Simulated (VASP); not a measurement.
A run of VASP 6.6.1:

File INCAR:

```
SYSTEM = MgO
ALGO = Normal
EDIFF = 1E-6
ENCUT = 520
GGA = PE
ISIF = 2
ISMEAR = 0
LASPH = .True.
LCHARG = .False.
LREAL = .False.
LWAVE = .False.
NBANDS = 16
NELM = 60
PREC = Accurate
SIGMA = 0.05
```

File KPOINTS:

```
k-points
0
Gamma
  9 9 6
  0 0 0
```

POSCAR

```
MgO
1.0
    3.4248376843      0.0000000000      0.0000000000
   -1.7124188422      2.9659964385      0.0000000000
    0.0000000000      0.0000000000      4.1232297260
Mg O
2 2
Direct
    0.6666666667      0.3333333333      0.7500000000
    0.3333333333      0.6666666667      0.2500000000
    0.6666666667      0.3333333333      0.2500000000
    0.3333333333      0.6666666667      0.7500000000
```

Potentials or basis: VASP PAW PBE potentials, release 64 (Mg, O).

The run is started by

```sh
$ cat potpaw_PBE.64/Mg/POTCAR potpaw_PBE.64/O/POTCAR > POTCAR
$ mpirun -np 1 vasp_std > vasp.out
```

Hardware: 1 thread of Intel(R) Xeon(R) 6975P-C (Granite Rapids), with other jobs on the host.

Problem. How long does it take, and how much memory?

Solution. Wall time 13 s on 1 thread of Intel(R) Xeon(R) 6975P-C (Granite Rapids), with other jobs on the host, peak memory 0.17 GiB. Counts: scf iterations 12, k points 48.
